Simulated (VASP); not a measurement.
Here is a VASP 6.6.1 calculation.

File INCAR:

```
ALGO = Normal ; EDIFF = 1E-6
EDIFFG = -0.005 ; ENCUT = 600
GGA = PE ; IBRION = 2
ISIF = 3 ; ISMEAR = -1
LASPH = T ; LCHARG = F
LREAL = F ; LWAVE = F
NELM = 100 ; NSW = 60
PREC = Accurate ; PSTRESS = 0.42999999999999994
SIGMA = 0.05
```

The input KPOINTS:

```
k-points
0
Gamma
  10 10 6
```

The input POSCAR:

```
GaAs
1.0
    3.8792884752      0.0000000000      0.0000000000
   -1.9396442376      3.3595623681      0.0000000000
    0.0000000000      0.0000000000      6.0128971365
Ga As
2 2
Direct
    0.0000000000      0.0000000000      0.0000000000
    0.0000000000      0.0000000000      0.5000000000
    0.3333333333      0.6666666667      0.2500000000
    0.6666666667      0.3333333333      0.7500000000
```

Potentials or basis: VASP PAW PBE potentials, release 64 (Ga_d, As).

Run with:

```console
$ cat potpaw_PBE.64/Ga_d/POTCAR potpaw_PBE.64/As/POTCAR > POTCAR
$ mpirun -np 1 vasp_std > vasp.out
```

Q: What does it give for the relaxed cell?

A: a = 3.783 Å, b = 3.783 Å, c = 6.398 Å, α = 90.00°, β = 90.00°, γ = 120.00°.

Q: Predict the relaxed volume.

A: 19.82 Å³/atom.

Q: What does it give for the band gap on the k mesh?

A: Zero (band 18 reaches 5.77 eV, above the bottom of band 19 at 2.74 eV).

The path:
```csv
step,energy change (eV),largest force (eV/Å),pressure (GPa),volume (Å³)
1,0.0000,0.0000,1.54,78.36
2,-0.0355,0.0000,-0.52,80.44
3,-0.0397,0.0000,-1.47,81.56
4,-0.0608,0.0000,-0.89,80.47
5,-0.0644,0.0000,-0.25,79.87
6,-0.0646,0.0000,-0.35,79.75
7,-0.0646,0.0000,-0.33,79.69
8,-0.0650,0.0000,0.20,79.11
9,-0.0651,0.0000,0.08,79.28
10,-0.0651,0.0000,0.03,79.30
11,-0.0651,0.0000,0.03,79.30
```

Caveat: the cell is relaxed towards a set pressure, so the enthalpy falls and the energy may rise.
